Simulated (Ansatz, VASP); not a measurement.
Given: the input of a run of VASP 6.6.1 on Ni.

File INCAR:

```
ALGO = Normal
EDIFF = 1E-7
EDIFFG = -0.01
ENCUT = 600
GGA = RE
GGA_COMPAT = F
IBRION = 2
ISIF = 3
ISMEAR = -1
ISPIN = 2
LASPH = T
LCHARG = F
LMAXMIX = 4
LORBIT = 11
LREAL = F
LWAVE = F
MAGMOM = 1
NELM = 200
NELMIN = 4
NSW = 60
PREC = Accurate
SIGMA = 0.05
```

File KPOINTS:

```
k-points
0
Gamma
  13 13 13
```

Contents of POSCAR:

```
Ni
1.0
   -1.3837154700      1.3837154700      1.3837154700
    1.3837154700     -1.3837154700      1.3837154700
    1.3837154700      1.3837154700     -1.3837154700
Ni
1
Direct
    0.0000000000      0.0000000000      0.0000000000
```

Potentials or basis: VASP PAW PBE potentials, release 64 (Ni).

Run with:

```bash
$ cat potpaw_PBE.64/Ni/POTCAR > POTCAR
$ mpirun -np 1 vasp_std > vasp.out
```

Q: Set up the same calculation for Ansatz 0.2.0. Potentials there: Ansatz PAW.

A: As run (the cutoff follows the program's own potentials):

The input input.yaml:

```yaml
crystal:
  lattice:
    - [-1.38371547, 1.38371547, 1.38371547]
    - [1.38371547, -1.38371547, 1.38371547]
    - [1.38371547, 1.38371547, -1.38371547]
  atoms:
    - { symbol: Ni, position: [0.0, 0.0, 0.0], spin: 1.0 }
hamiltonian:
  xc: revpbe
  pseudopotentials: { kind: paw }
magnetization:
  spin_polarized: true
kpoints:
  mp_grid: { grid: [13, 13, 13] }
scf:
  occupations: { method: fermi_dirac, width: 0.05 }
output:
  forces: true
  stress: true
  eigenvalues: true
relax:
  f_tol: 0.01
  max_steps: 40
  cell: { stress_tol: 0.05 }
```

Potentials or basis: Ansatz PAW.

Command:

```console
$ ansatz run input.yaml --threads 2 --pin off --max-ram 5632MiB --backend cpu --events-out ev --progress --plain --runs-dir out
```

Both were run:

|  | VASP | Ansatz | Ansatz less VASP |
| --- | --- | --- | --- |
| gap on the k mesh at the Fermi level, each at its own relaxed structure (eV) | none | none | - |
| net moment per atom (μB) | 0.60 | 0.62 | +0.014 |
| size of the moment on the site where the two differ most (μB) | 0.61 | 0.65 | +0.038 |
| relaxed volume (Å³/atom) | 11.24 | 11.24 | -0.005 |
| relaxed cell length with the largest relative difference (Å) | 2.444 | 2.444 | -0.0004 |

VASP's potentials were made for PBE, not for revPBE. Site moments also hang on the region over which each program counts them. A gap of «none» marks a metal or a gap that the smearing closes. VASP's potentials hold 10 valence electrons a cell and Ansatz's 18, so a difference there can come from the potentials and not from the codes.

Noted on Ansatz's run: the plane-wave basis is chosen anew once the cell has moved, so the energies of steps on either side of that aren't comparable.
